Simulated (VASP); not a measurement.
# AlN (F-43m) in VASP: a series of runs

Runs on AlN. Level: LDA. Tasks: vibrations by perturbation theory, elastic constants.

Everything below comes from runs of VASP 6.6.1. Logs are shortened: lines on timing, memory, paths and dates and some standing lists are left out, and cuts for length are marked.

## Step 1: The cell of the first run

It takes space group F-43m (No. 216, cubic). Conventional cell: a = 4.246 Å, b = 4.246 Å, c = 4.246 Å, α = 90.00°, β = 90.00°, γ = 90.00°. Within 2.4 Å of Al (site symmetry -43m) lie 4 N at 1.84 Å. N (site symmetry -43m) has 4 Al at 1.84 Å within 2.4 Å.

## Step 2: Vibrations by perturbation theory, LDA

INCAR reads:

```
ALGO = Normal ; EDIFF = 1E-8
ENCUT = 520 ; GGA = CA
IBRION = 8 ; ISIF = 2
ISMEAR = 0 ; LASPH = True
LCHARG = True ; LEPSILON = True
LREAL = False ; LWAVE = False
NBANDS = 11 ; NELM = 60
NSW = 1 ; PREC = Accurate
SIGMA = 0.01
```

KPOINTS reads:

```
k-points
0
Gamma
  10 10 10
```

POSCAR reads:

```
AlN
1.0
    0.0000000000      2.1232337802      2.1232337802
    2.1232337802      0.0000000000      2.1232337802
    2.1232337802      2.1232337802      0.0000000000
Al N
1 1
Direct
    0.0000000000      0.0000000000      0.0000000000
    0.7500000000      0.7500000000      0.7500000000
```

Potentials or basis: VASP PAW LDA potentials, release 64 (Al, N).

Launch:

```console
> cat potpaw_LDA.64/Al/POTCAR potpaw_LDA.64/N/POTCAR > POTCAR
> mpirun -np 1 vasp_std > vasp.out
```

OUTCAR:

```text
EDIFF = 1E-8
   ENCUT = 520
   GGA = CA
   IBRION = 8
   ISIF = 2
   ISMEAR = 0
   LASPH = True
   LEPSILON = True
   LREAL = False
   NELM = 60
   NSW = 1
   PREC = Accurate

 ion  position               nearest neighbor table
   1  0.000  0.000  0.000-   2 1.84   2 1.84   2 1.84   2 1.84
   2  0.750  0.750  0.750-   1 1.84   1 1.84   1 1.84   1 1.84

  LATTYP: Found a face centered cubic cell.
 ALAT       =     4.2464675604

  Lattice vectors:

 A1 = (   0.0000000000,   2.1232337802,   2.1232337802)
 A2 = (   2.1232337802,   0.0000000000,   2.1232337802)
 A3 = (   2.1232337802,   2.1232337802,   0.0000000000)

Analysis of symmetry for initial positions (statically):
=====================================================================
 Subroutine PRICEL returns:
 Original cell was already a primitive cell.

 Routine SETGRP: Setting up the symmetry group for a
 face centered cubic supercell.

 Subroutine GETGRP returns: Found 24 space group operations
 (whereof 24 operations were pure point group operations)
 out of a pool of 48 trial point group operations.

The static configuration has the point symmetry T_d .

Analysis of symmetry for dynamics (positions and initial velocities):
=====================================================================
 Subroutine PRICEL returns:
 Original cell was already a primitive cell.

 Routine SETGRP: Setting up the symmetry group for a
 face centered cubic supercell.

 Subroutine GETGRP returns: Found 24 space group operations
 (whereof 24 operations were pure point group operations)
 out of a pool of 48 trial point group operations.

The dynamic configuration has the point symmetry T_d .

 Subroutine INISYM returns: Found 24 space group operations
 (whereof 24 operations are pure point group operations),
 and found     1 'primitive' translations

----------------------------------------------------------------------------------------

                                     Primitive cell

  volume of cell :      19.1436

  direct lattice vectors                    reciprocal lattice vectors
     0.000000000  2.123233780  2.123233780    -0.235489848  0.235489848  0.235489848
     2.123233780  0.000000000  2.123233780     0.235489848 -0.235489848  0.235489848
     2.123233780  2.123233780  0.000000000     0.235489848  0.235489848 -0.235489848

  length of vectors
     3.002706008  3.002706008  3.002706008     0.407880381  0.407880381  0.407880381

  position of ions in fractional coordinates (direct lattice)
     0.000000000  0.000000000  0.000000000
     0.750000000  0.750000000  0.750000000

  ion indices of the primitive-cell ions
   primitive index   ion index
                 1           1
                 2           2

----------------------------------------------------------------------------------------

 KPOINTS: k-points

Automatic generation of k-mesh.
 Grid dimensions read from file:
 generate k-points for:   10   10   10

 Generating k-lattice:

  Cartesian coordinates                     Fractional coordinates (reciprocal lattice)
    -0.023548985  0.023548985  0.023548985     0.100000000  0.000000000  0.000000000
     0.023548985 -0.023548985  0.023548985     0.000000000  0.100000000  0.000000000
[... 485 lines left out ...]
  ---------------------------------------------------
  free energy    TOTEN  =        -0.19449412 eV

  energy without entropy =       -0.19449412

------------------------ aborting loop because EDIFF is reached ----------------------------------------

--------------------------------------- Ionic step        2  -------------------------------------------

------------------------ aborting loop because EDIFF is reached ----------------------------------------

--------------------------------------- Ionic step        3  -------------------------------------------

------------------------ aborting loop because EDIFF is reached ----------------------------------------

 PIEZOELECTRIC TENSOR FIELD DIRECTION 3  (e Angst)
 -----------------------------------------------------------------------------
    -0.00047  0.69340  0.00000           ( -0.00000  0.00528  0.00000)
     0.69340 -0.00047  0.00000           (  0.00528 -0.00000  0.00000)
     0.00000  0.00000  0.00046           (  0.00000  0.00000 -0.00000)

 PIEZOELECTRIC TENSOR FIELD DIRECTION 3  (C/m^2)
 -----------------------------------------------------------------------------
    -0.00039  0.58032  0.00000
     0.58032 -0.00039  0.00000
     0.00000  0.00000  0.00039

--------------------------------------- Ionic step        4  -------------------------------------------

------------------------ aborting loop because EDIFF is reached ----------------------------------------

[... ionic steps 5 to 6 ...]

--------------------------------------- Ionic step        7  -------------------------------------------

 Free energy of the ion-electron system (eV)
  ---------------------------------------------------
  ---------------------------------------------------
  free energy    TOTEN  =        -0.23654006 eV

  energy without entropy =       -0.23654006

------------------------ aborting loop because EDIFF is reached ----------------------------------------

 INTERNAL STRAIN TENSOR  FOR ION    2  DIRECTION 1   (eV/Angst):
 -----------------------------------------------------------------------------
     0.00105  0.00000  0.00000
     0.00000 -0.00017 13.69912
     0.00000 13.69912 -0.00017

 MACROSCOPIC STATIC DIELECTRIC TENSOR (including local field effects in DFT)
 ------------------------------------------------------
           4.443784     0.000000     0.000000
           0.000000     4.443784     0.000000
          -0.000000    -0.000000     4.443784
 ------------------------------------------------------

 PIEZOELECTRIC TENSOR (including local field effects)  for field in x, y, z        (e  Angst)
          XX          YY          ZZ          XY          YZ          ZX
  --------------------------------------------------------------------------------
  x     0.00000     0.00000    -0.00000     0.00000     0.69338     0.00000
  y     0.00000     0.00000    -0.00000     0.00000     0.00000     0.69338
  z     0.00000     0.00000    -0.00000     0.69338     0.00000     0.00000

 PIEZOELECTRIC TENSOR (including local field effects)  for field in x, y, z        (C/m^2)
          XX          YY          ZZ          XY          YZ          ZX
  --------------------------------------------------------------------------------
  x     0.00000     0.00000    -0.00000     0.00000     0.58031     0.00000
  y     0.00000     0.00000    -0.00000     0.00000     0.00000     0.58031
  z     0.00000     0.00000    -0.00000     0.58031     0.00000     0.00000

 BORN EFFECTIVE CHARGES (including local field effects) (in |e|, cummulative output)
 ---------------------------------------------------------------------------------
 ion    1
    1     2.52106     0.00000     0.00000
    2     0.00000     2.52106     0.00000
    3    -0.00000     0.00000     2.52106
 ion    2
    1    -2.52106    -0.00000    -0.00000
    2     0.00000    -2.52106    -0.00000
    3     0.00000    -0.00000    -2.52106

 INTERNAL STRAIN TENSOR FOR ION    2 for displacements in x,y,z  (eV/Angst):
          X           Y           Z          XY          YZ          ZX
  --------------------------------------------------------------------------------
  x     0.00000     0.00000     0.00000     0.00000    13.69912     0.00000
  y     0.00000     0.00000     0.00000     0.00000     0.00000    13.69912
  z     0.00000     0.00000     0.00000    13.69912     0.00000     0.00000

 SECOND DERIVATIVES (NOT SYMMETRIZED)
 ------------------------------------
               1X          1Y          1Z          2X          2Y          2Z
  1X   -18.421399    0.000000    0.000000   18.421399    0.000000    0.000000
  1Y     0.000000  -18.421399    0.000000    0.000000   18.421399    0.000000
  1Z     0.000000    0.000000  -18.421399    0.000000    0.000000   18.421399
  2X    18.422033    0.000000    0.000000  -18.422033    0.000000    0.000000
  2Y     0.000000   18.422033    0.000000    0.000000  -18.422033    0.000000
  2Z     0.000000    0.000000   18.422033    0.000000    0.000000  -18.422033

 Eigenvectors and eigenvalues of the dynamical matrix
 ----------------------------------------------------

   1 f  =   22.100646 THz   138.862457 2PiTHz  737.198211 cm-1    91.400888 meV
             X         Y         Z           dx          dy          dz
      0.000000  0.000000  0.000000     0.000000    0.584491    0.000000
      3.184851  3.184851  3.184851     0.000000   -0.811400    0.000000
[... 21 lines left out ...]
   6 f/i=    0.000180 THz     0.001132 2PiTHz    0.006008 cm-1     0.000745 meV
             X         Y         Z           dx          dy          dz
      0.000000  0.000000  0.000000     0.000000    0.000000    0.811400
      3.184851  3.184851  3.184851     0.000000    0.000000    0.584491

--------------------------------------------------------------------------------------------------------

 MACROSCOPIC STATIC DIELECTRIC TENSOR IONIC CONTRIBUTION
 ------------------------------------------------------
           3.261219    -0.000000     0.000000
          -0.000000     3.261219    -0.000000
           0.000000    -0.000000     3.261219
 ------------------------------------------------------

 ELASTIC MODULI CONTR FROM IONIC RELAXATION (kBar)
 Direction    XX          YY          ZZ          XY          YZ          ZX
 --------------------------------------------------------------------------------
 XX          -0.0000     -0.0000     -0.0000     -0.0000     -0.0000     -0.0000
 YY          -0.0000     -0.0000     -0.0000     -0.0000     -0.0000     -0.0000
 ZZ          -0.0000     -0.0000     -0.0000     -0.0000     -0.0000     -0.0000
 XY          -0.0000     -0.0000     -0.0000   -813.5771     -0.0000      0.0000
 YZ          -0.0000     -0.0000     -0.0000     -0.0000   -813.5771      0.0000
 ZX          -0.0000     -0.0000     -0.0000      0.0000      0.0000   -813.5771
 --------------------------------------------------------------------------------

 PIEZOELECTRIC TENSOR IONIC CONTR  for field in x, y, z        (C/m^2)
          XX          YY          ZZ          XY          YZ          ZX
  --------------------------------------------------------------------------------
  x    -0.00000    -0.00000    -0.00000    -0.00000    -1.53272     0.00000
  y    -0.00000    -0.00000    -0.00000     0.00000     0.00000    -1.53272
  z    -0.00000    -0.00000    -0.00000    -1.53272    -0.00000     0.00000
```

It took 2.1 min on 1 thread of Intel Xeon 6975P-C, shared host; peak memory 0.21 GiB.

What came out:

```yaml
Electronic_dielectric_tensor_diagonal: 4.44
Born_charges_mean_of_the_diagonal: Al +2.52; N -2.52 e
Highest_phonon_frequency_at_Γ_LO-TO_splitting_left_out: 737 cm⁻¹
```

Phonon frequencies in cm⁻¹ (negative: imaginary):
| q point | frequencies |
| --- | --- |
| (0.000, 0.000, 0.000) | 0 0 0 737 737 737 |

Electronic dielectric tensor:
```
4.44 0.00 0.00
0.00 4.44 0.00
0.00 0.00 4.44
```

Born effective charge tensors (e):
atom 1, Al
```
2.52 0.00 0.00
0.00 2.52 0.00
0.00 0.00 2.52
```
atom 2, N
```
-2.52  0.00  0.00
 0.00 -2.52  0.00
 0.00  0.00 -2.52
```

Caveat: the cell wasn't relaxed at this level first, which shifts response properties.

## Step 3: Elastic constants, LDA

This run uses another cell than the first one, of 10.09 Å³/atom, 1.054 times its volume.

INCAR reads:

```
SYSTEM = AlN
  ALGO = Normal
  EDIFF = 1E-8
  ENCUT = 600
  GGA = CA
  IBRION = 6
  ISIF = 3
  ISMEAR = 0
  LASPH = .True.
  LCHARG = .False.
  LREAL = .False.
  LWAVE = .False.
  NELM = 60
  NFREE = 2
  NSW = 1
  POTIM = 0.015
  PREC = Accurate
  SIGMA = 0.01
```

KPOINTS reads:

```
k-points
0
Gamma
  10 10 10
  0 0 0
```

POSCAR reads:

```
AlN
1.0
    0.0000000000      2.1611053186      2.1611053186
    2.1611053186      0.0000000000      2.1611053186
    2.1611053186      2.1611053186      0.0000000000
Al N
1 1
Direct
    0.0000000000      0.0000000000      0.0000000000
    0.7500000000      0.7500000000      0.7500000000
```

Potentials or basis: VASP PAW LDA potentials, release 64 (Al, N).

Launch:

```console
> cat potpaw_LDA.64/Al/POTCAR potpaw_LDA.64/N/POTCAR > POTCAR
> mpirun -np 1 vasp_std > vasp.out
```

It took 10 min on 1 thread of AMD EPYC 7R13, shared host; peak memory 0.21 GiB.

The run converged. Its results:

| Property | Result |
| --- | --- |
| Elastic constants C11, C12, C44 | 308, 178, 191 GPa |
| Voigt bulk modulus | 221 GPa |
| Highest phonon frequency at Γ, LO-TO splitting left out | 684 cm⁻¹ |

Phonon frequencies in cm⁻¹ (negative: imaginary):
| q point | frequencies |
| --- | --- |
| (0.000, 0.000, 0.000) | 0 0 0 684 684 684 |

Elastic tensor in Voigt notation (GPa, in the Cartesian axes of the cell as first typed):
```
308 178 178   0   0   0
178 308 178   0   0   0
178 178 308   0   0   0
  0   0   0 191   0   0
  0   0   0   0 191   0
  0   0   0   0   0 191
```

Clamped-ion elastic tensor (GPa):
```
308 178 178   0   0   0
178 308 178   0   0   0
178 178 308   0   0   0
  0   0   0 246   0   0
  0   0   0   0 246   0
  0   0   0   0   0 246
```

Caveat: the cell is under stress, which shifts elastic constants.

## Step 4: Vibrations by perturbation theory, LDA

This run uses another cell than the first one, of 9.96 Å³/atom, 1.041 times its volume.

INCAR reads:

```
PREC = Accurate
ENCUT = 520
EDIFF = 1E-8
ISMEAR = 0
SIGMA = 0.01
LREAL = False
LASPH = True
NELM = 80
ALGO = Normal
ISIF = 2
LWAVE = False
LCHARG = False
IBRION = 8
NSW = 1
LEPSILON = True
```

KPOINTS reads:

```
Automatic mesh
0
Gamma
  10 10 10
```

POSCAR reads:

```
AlN
1.0
    0.0000000000      2.1516437158      2.1516437158
    2.1516437158      0.0000000000      2.1516437158
    2.1516437158      2.1516437158      0.0000000000
Al N
1 1
Direct
    0.0000000000      0.0000000000      0.0000000000
    0.7500000000      0.7500000000      0.7500000000
```

Potentials or basis: VASP PAW LDA potentials, release 64 (Al, N).

Launch:

```console
> cat potpaw_LDA.64/Al/POTCAR potpaw_LDA.64/N/POTCAR > POTCAR
> mpirun -np 1 vasp_std > vasp.out
```

OUTCAR:

```text
PREC = Accurate
   ENCUT = 520
   EDIFF = 1E-8
   ISMEAR = 0
   LREAL = False
   LASPH = True
   NELM = 80
   ISIF = 2
   IBRION = 8
   NSW = 1
   LEPSILON = True

 ion  position               nearest neighbor table
   1  0.000  0.000  0.000-   2 1.86   2 1.86   2 1.86   2 1.86
   2  0.750  0.750  0.750-   1 1.86   1 1.86   1 1.86   1 1.86

  LATTYP: Found a face centered cubic cell.
 ALAT       =     4.3032874316

[... 591 lines left out ...]
      3.227466  3.227466  3.227466    -0.354747   -0.693087    0.228113
[... 21 lines left out ...]
   6 f/i=    0.002455 THz     0.015428 2PiTHz    0.081904 cm-1     0.010155 meV
             X         Y         Z           dx          dy          dz
      0.000000  0.000000  0.000000    -0.188139    0.050286   -0.787608
      3.227466  3.227466  3.227466    -0.135562    0.036233   -0.567503

--------------------------------------------------------------------------------------------------------

 MACROSCOPIC STATIC DIELECTRIC TENSOR IONIC CONTRIBUTION
 ------------------------------------------------------
           3.521494     0.000000    -0.000000
           0.000000     3.521494     0.000000
          -0.000000     0.000000     3.521494
 ------------------------------------------------------

 ELASTIC MODULI CONTR FROM IONIC RELAXATION (kBar)
 Direction    XX          YY          ZZ          XY          YZ          ZX
 --------------------------------------------------------------------------------
 XX          -0.0000      0.0000      0.0000     -0.0000      0.0000      0.0000
 YY           0.0000     -0.0000      0.0000     -0.0000     -0.0000     -0.0000
 ZZ           0.0000      0.0000     -0.0000      0.0000     -0.0000      0.0000
 XY          -0.0000     -0.0000      0.0000   -582.9894     -0.0000      0.0000
 YZ           0.0000     -0.0000     -0.0000     -0.0000   -582.9894     -0.0000
 ZX           0.0000     -0.0000      0.0000      0.0000     -0.0000   -582.9894
 --------------------------------------------------------------------------------

 PIEZOELECTRIC TENSOR IONIC CONTR  for field in x, y, z        (C/m^2)
          XX          YY          ZZ          XY          YZ          ZX
  --------------------------------------------------------------------------------
  x     0.00000    -0.00000    -0.00000    -0.00000    -1.34824    -0.00000
  y     0.00000    -0.00000     0.00000    -0.00000    -0.00000    -1.34824
  z    -0.00000    -0.00000     0.00000    -1.34824     0.00000     0.00000
```

OSZICAR:

```text
N       E                     dE             d eps       ncg     rms          rms(c)
DAV:   1     0.642388721082E+01    0.64239E+01   -0.42678E+03   816   0.848E+02
DAV:   2    -0.186184099322E+02   -0.25042E+02   -0.24177E+02   960   0.125E+02
[... 134 lines left out ...]
RMM:   6    -0.235506261754E+00   -0.31811E-04   -0.33389E-07  4605   0.487E-03    0.840E-04
RMM:   7    -0.235506335756E+00   -0.74002E-07   -0.42964E-08  4741   0.936E-04    0.527E-05
RMM:   8    -0.235505456694E+00    0.87906E-06    0.15105E-09  4817   0.121E-04    0.315E-05
RMM:   9    -0.235505441155E+00    0.15538E-07    0.78770E-10  4928   0.300E-05    0.276E-06
RMM:  10    -0.235505490165E+00   -0.49010E-07   -0.41616E-10  4821   0.535E-06    0.108E-06
RMM:  11    -0.235505485092E+00    0.50728E-08    0.70995E-10  3498   0.181E-06    0.933E-08
 Linear response finished
```

Run time: 4.8 min. Hardware: 1 thread of AMD EPYC 7R13, shared host; peak memory 0.16 GiB.

Results:

| Item | Value |
| --- | --- |
| Electronic dielectric tensor (diagonal) | 4.50 |
| Born charges (mean of the diagonal) | Al +2.53; N -2.53 e |
| Highest phonon frequency at Γ, LO-TO splitting left out | 697 cm⁻¹ |

Phonon frequencies in cm⁻¹ (negative: imaginary):
```
              q point        frequencies
(0.000, 0.000, 0.000)  0 0 0 697 697 697
```

Electronic dielectric tensor:
```
4.50 0.00 0.00
0.00 4.50 0.00
0.00 0.00 4.50
```

Born effective charge tensors (e):
atom 1, Al
```
2.53 0.00 0.00
0.00 2.53 0.00
0.00 0.00 2.53
```
atom 2, N
```
-2.53  0.00  0.00
 0.00 -2.53  0.00
 0.00  0.00 -2.53
```

Caveat: the cell wasn't relaxed at this level first, which shifts response properties.
